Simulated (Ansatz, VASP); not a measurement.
# Pt: VASP beside Ansatz

The input INCAR:

```
SYSTEM = Pt
AGGAC = 1.0 ; AGGAX = 1.0
ALDAC = 0.0 ; ALDAX = 1.0
ALGO = Normal ; EDIFF = 1E-7
EDIFFG = -0.01 ; ENCUT = 570
GGA = B5 ; GGA_COMPAT = .False.
IBRION = 2 ; ISIF = 3
ISMEAR = -1 ; LASPH = .True.
LCHARG = .False. ; LREAL = .False.
LWAVE = .False. ; NELM = 120
NELMIN = 4 ; NSW = 80
PREC = Accurate ; SIGMA = 0.1
```

The input KPOINTS:

```
k-points
0
Gamma
  14 14 14
  0 0 0
```

Contents of POSCAR:

```
Pt
1.0
    0.0000000000      1.9615500000      1.9615500000
    1.9615500000      0.0000000000      1.9615500000
    1.9615500000      1.9615500000      0.0000000000
Pt
1
Direct
    0.0000000000      0.0000000000      0.0000000000
```

Input for Ansatz:

```yaml
crystal:
  lattice:
    - [0.0, 1.96155, 1.96155]
    - [1.96155, 0.0, 1.96155]
    - [1.96155, 1.96155, 0.0]
  atoms:
    - { symbol: Pt, position: [0.0, 0.0, 0.0] }
hamiltonian:
  xc: blyp
  pseudopotentials:
    kind: paw
    azcp:
      Pt: "pseudopotentials/Pt.paw.azcp"
basis:
  ecutwfc: 420
  fft_grid_basis: typed
kpoints:
  mp_grid: { grid: [14, 14, 14], shift: [0, 0, 0] }
magnetization:
  spin_polarized: false
scf:
  occupations: { method: fermi_dirac, width: 0.1 }
relax:
  max_steps: 60
  f_tol: 0.01
  cell: {}
```

Alike in both runs: task relaxation of cell and atoms; functional BLYP; k mesh 14 × 14 × 14; occupations fermi-dirac, width 0.1 eV; no spin polarisation.

```csv
,VASP,Ansatz
version,VASP 6.6.1,Ansatz 0.2.0
potentials or method,"VASP PAW PBE potentials, release 64 (Pt_sv_GW), cutoff 570 eV","plane waves (420 eV) with PAW, scalar-relativistic"
valence electrons in the cell,18,18
```

```csv
,VASP,Ansatz,Ansatz less VASP
relaxed volume (Å³/atom),16.55,16.65,+0.095
relaxed length of the cell vector where the two differ most in proportion (Å),2.861,2.866,+0.0055
```

VASP's potentials were made for PBE, not for BLYP.

Spin-orbit coupling is off throughout.
